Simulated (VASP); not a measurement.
A run of VASP 6.6.1 is set up as follows.

Contents of INCAR:

```
  PREC = Accurate
  ENCUT = 520
  EDIFF = 1E-6
  ISMEAR = -1
  SIGMA = 0.05
  LREAL = False
  LASPH = True
  NELM = 60
  ALGO = Normal
  ISIF = 2
  LWAVE = False
  LCHARG = False
  GGA = PE
  NBANDS = 20
```

KPOINTS

```
Automatic mesh
0
Gamma
  9 9 9
```

Contents of POSCAR:

```
PbO2
1.0
    0.0000000000      2.7198865082      2.7198865082
    2.7198865082      0.0000000000      2.7198865082
    2.7198865082      2.7198865082      0.0000000000
Pb O
1 2
Direct
    0.0000000000      0.0000000000      0.0000000000
    0.7500000000      0.7500000000      0.7500000000
    0.2500000000      0.2500000000      0.2500000000
```

Potentials or basis: VASP PAW PBE potentials, release 64 (Pb_d, O).

The run is started by

```bash
$ cat potpaw_PBE.64/Pb_d/POTCAR potpaw_PBE.64/O/POTCAR > POTCAR
$ mpirun -np 1 vasp_std > vasp.out
```

Predict the pressure.

-2.0 GPa.

Estimate the band gap on the k mesh.

zero (band 13 reaches 5.33 eV, above the bottom of band 14 at 4.22 eV).

Caveat: spin-orbit coupling is left out, which moves the levels of the heavy elements.
